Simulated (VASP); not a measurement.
# Cu (I4/mmm) in VASP: further runs

Cu is run at these levels: LDA; tasks: single point.

Program: VASP 6.6.1. These are calculated values, not measurements. Logs are shortened: lines on timing, memory, paths and dates and some standing lists are left out, and cuts for length are marked.

### 1 The cell of the first run

The structure is tetragonal, space group I4/mmm (No. 139). The conventional cell has a = 2.827 Å, b = 2.827 Å, c = 2.696 Å, α = 90.00°, β = 90.00°, γ = 90.00°. Within 3.2 Å of Cu (site symmetry 4/mmm) lie 14 Cu at 2.41 to 2.83 Å.

### 2 Single point, LDA

INCAR reads:

```
PREC = Accurate
ENCUT = 520
EDIFF = 1E-7
ISMEAR = -1
SIGMA = 0.05
LREAL = F
LASPH = T
NELM = 60
ALGO = Normal
ISIF = 2
LWAVE = F
LCHARG = T
GGA = CA
LELF = T
LVHAR = T
NBANDS = 12
```

KPOINTS reads:

```
Automatic mesh
0
Gamma
  13 13 13
```

POSCAR reads:

```
Cu
1.0
   -1.4133402940      1.4133402940      1.3479902729
    1.4133402940     -1.4133402940      1.3479902729
    1.4133402940      1.4133402940     -1.3479902729
Cu
1
Direct
    0.0000000000      0.0000000000      0.0000000000
```

Potentials or basis: VASP PAW LDA potentials, release 64 (Cu).

Run with:

```console
$ cat potpaw_LDA.64/Cu/POTCAR > POTCAR
$ mpirun -np 1 vasp_std > vasp.out
```

OUTCAR:

```text
PREC = Accurate
   ENCUT = 520
   EDIFF = 1E-7
   ISMEAR = -1
   LREAL = F
   LASPH = T
   NELM = 60
   ISIF = 2
   GGA = CA

 ion  position               nearest neighbor table
   1  0.000  0.000  0.000-

  LATTYP: Found a body centered tetragonal cell.
 ALAT       =     2.8266805880
 C/A-ratio  =     0.9537620052

  Lattice vectors:

 A1 = (  -1.4133402940,   1.4133402940,   1.3479902729)
 A2 = (   1.4133402940,  -1.4133402940,   1.3479902729)
 A3 = (   1.4133402940,   1.4133402940,  -1.3479902729)

Analysis of symmetry for initial positions (statically):
=====================================================================
 Subroutine PRICEL returns:
 Original cell was already a primitive cell.

 Routine SETGRP: Setting up the symmetry group for a
 body centered tetragonal supercell.

 Subroutine GETGRP returns: Found 16 space group operations
 (whereof 16 operations were pure point group operations)
 out of a pool of 16 trial point group operations.

The static configuration has the point symmetry D_4h.

Analysis of symmetry for dynamics (positions and initial velocities):
=====================================================================
 Subroutine PRICEL returns:
 Original cell was already a primitive cell.

 Routine SETGRP: Setting up the symmetry group for a
 body centered tetragonal supercell.

 Subroutine GETGRP returns: Found 16 space group operations
 (whereof 16 operations were pure point group operations)
 out of a pool of 16 trial point group operations.

The dynamic configuration has the point symmetry D_4h.

 Subroutine INISYM returns: Found 16 space group operations
 (whereof 16 operations are pure point group operations),
 and found     1 'primitive' translations

----------------------------------------------------------------------------------------

                                     Primitive cell

  volume of cell :      10.7706

  direct lattice vectors                    reciprocal lattice vectors
    -1.413340294  1.413340294  1.347990273     0.000000000  0.353771843  0.370922558
     1.413340294 -1.413340294  1.347990273     0.353771843  0.000000000  0.370922558
     1.413340294  1.413340294 -1.347990273     0.353771843  0.353771843  0.000000000

  length of vectors
     2.410837894  2.410837894  2.410837894     0.512579809  0.512579809  0.500308938

  position of ions in fractional coordinates (direct lattice)
     0.000000000  0.000000000  0.000000000

  ion indices of the primitive-cell ions
   primitive index   ion index
                 1           1

----------------------------------------------------------------------------------------

 KPOINTS: Automatic mesh

Automatic generation of k-mesh.
 Grid dimensions read from file:
 generate k-points for:   13   13   13

 Generating k-lattice:

  Cartesian coordinates                     Fractional coordinates (reciprocal lattice)
     0.000000000  0.027213219  0.028532504     0.076923077  0.000000000  0.000000000
     0.027213219  0.000000000  0.028532504     0.000000000  0.076923077  0.000000000
     0.027213219  0.027213219  0.000000000     0.000000000  0.000000000  0.076923077

  Length of vectors
     0.039429216  0.039429216  0.038485303

  Shift w.r.t. Gamma in fractional coordinates (k-lattice)
     0.000000000  0.000000000  0.000000000

 Subroutine IBZKPT returns following result:
 ===========================================

 Found    196 irreducible k-points:

 Following reciprocal coordinates:
            Coordinates               Weight
  0.000000  0.000000  0.000000      1.000000
  0.076923  0.000000 -0.000000      8.000000
  0.153846  0.000000 -0.000000      8.000000
  0.230769  0.000000 -0.000000      8.000000
  0.307692  0.000000 -0.000000      8.000000
  0.384615  0.000000 -0.000000      8.000000
[... 16 lines left out ...]
  0.384615  0.153846 -0.000000     16.000000
  0.461538  0.153846 -0.000000     16.000000
 [... further k-points ...]
   k-points           NKPTS =    196   k-points in BZ     NKDIM =    196   number of bands    NBANDS=     12
   number of dos      NEDOS =    301   number of ions     NIONS =      1
   total plane-waves  NPLWV =   5832
   dimension x,y,z NGX =    18 NGY =   18 NGZ =   18
   dimension x,y,z NGXF=    36 NGYF=   36 NGZF=   36
   ions per type =               1
   NGX,Y,Z   is equivalent  to a cutoff of  12.41, 12.41, 12.41 a.u.
   NGXF,Y,Z  is equivalent  to a cutoff of  24.82, 24.82, 24.82 a.u.
 SYSTEM =  unknown system
   PREC   = accura    normal or accurate (medium, high low for compatibility)
   ISTART =      0    job   : 0-new  1-cont  2-samecut
   ICHARG =      2    charge: 1-file 2-atom 10-const
   ISPIN  =      1    spin polarized calculation?
   LNONCOLLINEAR =      F non collinear calculations
   LSORBIT =      F    spin-orbit coupling
   LASPH  =      T    aspherical Exc in radial PAW
   ENCUT  =  520.0 eV  38.22 Ry    6.18 a.u.   4.48  4.48  4.48*2*pi/ulx,y,z
   NELM   =     60;   NELMIN=  2; NELMDL= -5     # of ELM steps
   EDIFF  = 0.1E-06   stopping-criterion for ELM
   LREAL  =      F    real-space projection
   EDIFFG = 0.1E-05   stopping-criterion for IOM
   NSW    =      0    number of steps for IOM
   IBRION =     -1    ionic relax: 0-MD 1-quasi-New 2-CG
   NFREE  =      0    steps in history (QN), initial steepest desc. (CG)
   ISIF   =      2    stress and relaxation
   ISYM   =      2    0-nonsym 1-usesym 2-fastsym
   POTIM  = 0.5000    time-step for ionic-motion
   TEBEG  =    0.0;   TEEND  =   0.0 temperature during run
   PSTRESS=    0.0 pullay stress
   NELECT =      11.0000    total number of electrons
   NUPDOWN=      -1.0000    fix difference up-down
   EMIN   =  10.00;   EMAX   =-10.00  energy-range for DOS
   EFERMI =   0.00;   METHOD = LEGACY
   ISMEAR =    -1;   SIGMA  =   0.05  broadening in eV -4-tet -1-fermi 0-gaus
   EFERMI_NEDOS =   21; number of points for ismear=-14 and -15
   IALGO  =     38    algorithm
   IMIX   =      4    mixing-type and parameters
     AMIX     =   0.40;   BMIX     =  1.00
     AMIX_MAG =   1.60;   BMIX_MAG =  1.00
  volume/ion in A,a.u.               =      10.77        72.68
  Fermi-wavevector in a.u.,A,eV,Ry     =   1.648639  3.115477 36.980792  2.718012
  Thomas-Fermi vector in A             =   2.737895
   LORBIT       =      0    0 simple, 1 ext, 2 COOP (PROOUT), +10 PAW based schemes
   GGA     = CA    functional components
   LHFCALC =     F    Hartree Fock is set to
   AEXX    =    0.0000 exact exchange contribution
   IVDW    =     0    specifies the selected vdW correction
   LEPSILON=     F    determine dielectric tensor
   LRPA    =     F    only Hartree local field effects (RPA)
 non-spin polarized calculation
  energy-cutoff  :      520.00
  volume of cell :       10.77
 maximum number of plane-waves:       313
 NGX is ok and might be reduce to    18
   NGX =  9   NGY =  9   NGZ =  9

 number of electron      11.0000008 magnetization

 Free energy of the ion-electron system (eV)
  ---------------------------------------------------
  ext. energy  EPLUGINS =         0.00000000
  ---------------------------------------------------
  free energy    TOTEN  =        -4.67133227 eV

  energy without entropy =       -4.66896144  energy(sigma->0) =       -4.67014686

 E-fermi :   8.5011     XC(G=0): -13.6509

 val. band max:        8.4920987611   @ k =  -0.3077   0.4615   0.0769
 cond. band min:       8.5334977362   @ k =  -0.2308   0.4615   0.0769
 fundamental gap:      0.0413989751
 Fermi energy:         8.5010808499

 k-point     1 :       0.0000    0.0000    0.0000
  band No.  band energies     occupation
      1      -1.5141      2.00000
      2       4.9612      2.00000
      3       5.1800      2.00000
      4       5.1800      2.00000
      5       6.1523      2.00000
      6       6.3827      2.00000
      7      34.0888      0.00000
      8      34.0888      0.00000
      9      35.3637      0.00000
     10      38.5407      0.00000
     11      38.7321      0.00000
     12      38.7321      0.00000

 k-point     2 :       0.0769    0.0000   -0.0000
  band No.  band energies     occupation
      1      -1.2666      2.00000
      2       4.9671      2.00000
      3       5.1723      2.00000
      4       5.2229      2.00000
      5       6.1523      2.00000
      6       6.3458      2.00000
      7      32.5760      0.00000
      8      33.5570      0.00000
      9      33.9027      0.00000
     10      36.2880      0.00000
     11      36.9728      0.00000
     12      37.6689      0.00000

 k-point     3 :       0.1538    0.0000   -0.0000
  band No.  band energies     occupation
      1      -0.5436      2.00000
      2       4.8627      2.00000
      3       5.1305      2.00000
      4       5.4726      2.00000
      5       6.1479      2.00000
      6       6.2907      2.00000
      7      28.6083      0.00000
      8      31.8283      0.00000
      9      32.4651      0.00000
     10      33.7651      0.00000
     11      35.6722      0.00000
     12      38.0602      0.00000
[... 286 lines left out ...]
 k-point    23 :       0.3846    0.1538   -0.0000
  band No.  band energies     occupation
      1       3.3218      2.00000
      2       4.2724      2.00000
      3       5.5143      2.00000
      4       6.2317      2.00000
      5       6.6762      2.00000
      6       9.5779      0.00000
      7      14.2445      0.00000
      8      21.3905      0.00000
      9      26.4090      0.00000
     10      33.2103      0.00000
     11      38.9174      0.00000
     12      40.6292      0.00000

 k-point    24 :       0.4615    0.1538   -0.0000
  band No.  band energies     occupation
      1       3.3191      2.00000
      2       4.2786      2.00000
      3       5.5093      2.00000
      4       6.2439      2.00000
      5       6.6178      2.00000
      6       9.4716      0.00000
      7      14.4347      0.00000
      8      21.2738      0.00000
      9      26.5451      0.00000
     10      33.1779      0.00000
     11      39.2222      0.00000
     12      41.4574      0.00000

 [... further k-points ...]

------------------------ aborting loop because EDIFF is reached ----------------------------------------

  FORCE on cell =-STRESS in cart. coord.  units (eV):
  Direction    XX          YY          ZZ          XY          YZ          ZX
  --------------------------------------------------------------------------------------
  -------------------------------------------------------------------------------------
  Total        0.2454342      0.2454342      0.2588659      0.0000000      0.0000000      0.0000000
  in kB       36.5094569     36.5094569     38.5074912      0.0000000      0.0000000      0.0000000
  external PRESSURE =      37.1754683 kB  Pullay stress =       0.0000000 kB

 VOLUME and BASIS-vectors are now :
 -----------------------------------------------------------------------------
  energy-cutoff  :      520.00
  volume of cell :       10.77
      direct lattice vectors                 reciprocal lattice vectors
    -1.413340294  1.413340294  1.347990273     0.000000000  0.353771843  0.370922558
     1.413340294 -1.413340294  1.347990273     0.353771843  0.000000000  0.370922558
     1.413340294  1.413340294 -1.347990273     0.353771843  0.353771843  0.000000000

 POSITION                                       TOTAL-FORCE (eV/Angst)
 -----------------------------------------------------------------------------------
      0.00000      0.00000      0.00000         0.000000      0.000000     -0.000000
 -----------------------------------------------------------------------------------
    total drift:                                0.000000      0.000000      0.000000

  FREE ENERGIE OF THE ION-ELECTRON SYSTEM (eV)
  ---------------------------------------------------
  free  energy   TOTEN  =        -4.6713322721 eV

  energy  without entropy=       -4.6689614406  energy(sigma->0) =       -4.67014686
```

Run time: 13 s. Hardware: 1 thread of Intel Xeon Platinum 8488C (Sapphire Rapids), shared host; peak memory 0.13 GiB.

Results:

| Item | Value |
| --- | --- |
| Free energy | -4.6713 eV |
| Pressure | 3.7 GPa |

### 3 Single point, LDA

This run uses another cell than the first one, of 11.00 Å³/atom, 1.021 times its volume.

INCAR reads:

```
ALGO = Normal
EDIFF = 1E-6
ENCUT = 520
ISIF = 2
ISMEAR = -1
LASPH = T
LCHARG = F
LREAL = F
LWAVE = F
NBANDS = 12
NELM = 80
PREC = Accurate
SIGMA = 0.05
```

KPOINTS reads:

```
k-points
0
Gamma
  13 13 13
```

POSCAR reads:

```
Cu
1.0
   -1.4232937226      1.4232937226      1.3574834749
    1.4232937226     -1.4232937226      1.3574834749
    1.4232937226      1.4232937226     -1.3574834749
Cu
1
Direct
    0.0000000000      0.0000000000      0.0000000000
```

Potentials or basis: VASP PAW LDA potentials, release 64 (Cu).

Run with:

```console
$ cat potpaw_LDA.64/Cu/POTCAR > POTCAR
$ mpirun -np 1 vasp_std > vasp.out
```

It took 18 s on 1 thread of Intel Xeon Platinum 8488C (Sapphire Rapids), shared host; peak memory 0.13 GiB.

It converged, with:

- Free energy: -4.6739 eV
- Pressure: -0.3 GPa

Levels at points of the mesh, in eV from the Fermi level:
```csv
k point,band 3,band 4,band 5,band 6,band 7,band 8,band 9,band 10
"(0.00, 0.00, 0.00)",-3.25,-3.25,-2.31,-2.08,25.39,25.39,26.65,29.71
```

### 4 Single point, LDA

This run uses another cell than the first one, of 11.23 Å³/atom, 1.043 times its volume.

INCAR reads:

```
SYSTEM = Cu
PREC = Accurate
ENCUT = 520
EDIFF = 1E-6
ISMEAR = -1
SIGMA = 0.05
LREAL = .FALSE.
LASPH = .TRUE.
NELM = 80
ALGO = Normal
ISIF = 2
LWAVE = .FALSE.
LCHARG = .FALSE.
GGA = CA
NBANDS = 12
```

KPOINTS reads:

```
regular mesh
0
G
  13 13 13
  0 0 0
```

POSCAR reads:

```
Cu
1.0
   -1.4331098516      1.4331098516      1.3668457257
    1.4331098516     -1.4331098516      1.3668457257
    1.4331098516      1.4331098516     -1.3668457257
Cu
1
Direct
    0.0000000000      0.0000000000      0.0000000000
```

Run with:

```console
$ cat potpaw_LDA.64/Cu/POTCAR > POTCAR
$ mpirun -np 1 vasp_std > vasp.out
```

It took 12 s on 1 thread of Intel Xeon Platinum 8488C (Sapphire Rapids), shared host; peak memory 0.13 GiB.

The run converged. Its results:

```yaml
Free_energy: -4.6710 eV
Pressure: -3.8 GPa
```

Stress tensor (GPa, compression positive):
```
-3.76  0.00  0.00
 0.00 -3.76  0.00
 0.00  0.00 -3.98
```

Levels at points of the mesh, in eV from the Fermi level:
```tsv
k point	band 4	band 5	band 6	band 7	band 8	band 9
(0.00, 0.00, 0.00)	-3.18	-2.26	-2.05	25.18	25.18	26.45
```

### 5 Overview

| cell | gap on the mesh (eV) | pressure (GPa) |
| --- | --- | --- |
| a = 2.411 Å, angles 108.2, 108.2, 112.0°, 1 atom | none | 3.7 |
| a = 2.428 Å, angles 108.2, 108.2, 112.0°, 1 atom | none | -0.3 |
| a = 2.445 Å, angles 108.2, 108.2, 112.0°, 1 atom | none | -3.8 |

Alike in all rows: task single point; level LDA; potentials or basis VASP PAW LDA potentials, release 64 (Cu); no spin polarisation; k mesh 13 × 13 × 13; cutoff (eV) 520; smearing fermi-dirac 0.05 eV.

Total energies depend on the potentials used, so only differences within one code and one set of settings carry meaning.
